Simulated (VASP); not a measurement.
**MoS2: single point with PBEsol+D3(BJ)**

The system is MoS2.

```xyz
9
Lattice="-3.0798 0.0000 0.0000 -1.5399 -2.6672 0.0000 -2.3099 -1.3336 18.8912" Properties=species:S:1:pos:R:3 pbc="T T T"
Mo   -3.0798   -1.7781    2.8979
Mo   -3.0798    0.0000   14.4920
Mo   -1.5399   -0.8891    8.6950
S    -3.0798   -1.7781   16.1018
S    -3.0798    0.0000   10.3047
S    -1.5399   -0.8891    4.5077
S    -3.0798   -1.7781    7.0853
S    -3.0798    0.0000    1.2882
S    -1.5399   -0.8891   12.8823
```

This cell differs from its parent crystal: the part above a cut slid along it.

```json
{
  "Program": "VASP 6.6.1",
  "Task": "single point",
  "Functional": "PBEsol",
  "Dispersion": "D3(BJ)",
  "Potentials or basis": "VASP PAW PBE potentials, release 64 (Mo_sv, S)",
  "Cutoff": "520 eV",
  "k mesh": "14 × 14 × 3",
  "Occupations": "gaussian, width 0.15 eV",
  "Spin": "no spin polarisation"
}
```

The pressure is -0.2 GPa and the largest force is 0.139 eV/Å. The band gap on the k mesh is zero (bands 39 and 40 overlap by 0.46 eV) and the dispersion energy per atom is -0.384 eV.

Forces on the atoms (eV/Å):
```
Mo   0.001  0.001 -0.086
Mo  -0.001 -0.001  0.086
Mo   0.000  0.000  0.000
S   -0.001  0.000  0.139
S    0.000  0.000  0.019
S    0.000  0.000  0.082
S    0.000  0.000 -0.019
S    0.001  0.000 -0.139
S    0.000  0.000 -0.082
```

Stress tensor (GPa, compression positive):
```
-0.02  0.00  0.01
 0.00 -0.02  0.01
 0.01  0.01 -0.44
```

Levels at points of the mesh, in eV from the Fermi level:
| k point | band 36 | band 37 | band 38 | band 39 | band 40 | band 41 | band 42 | band 43 |
| --- | --- | --- | --- | --- | --- | --- | --- | --- |
| (0.00, 0.00, 0.00) | -0.70 | -0.70 | -0.50 | -0.12 | 0.07 | 0.07 | 0.18 | 0.18 |
| (0.50, 0.00, 0.00) | -2.14 | -1.58 | -1.36 | -1.15 | 1.62 | 1.62 | 1.67 | 1.98 |
| (0.50, 0.50, 0.00) | -2.14 | -1.58 | -1.36 | -1.15 | 1.62 | 1.62 | 1.67 | 1.97 |

Wall time 52 min on 1 thread of AMD EPYC 9755 128-Core Processor (shared host), peak memory 0.87 GiB.

Caveat: the cell differs from its parent crystal (the part above a cut slid along it); the PAW data sets were made with another functional, which shifts forces and pressure a little.
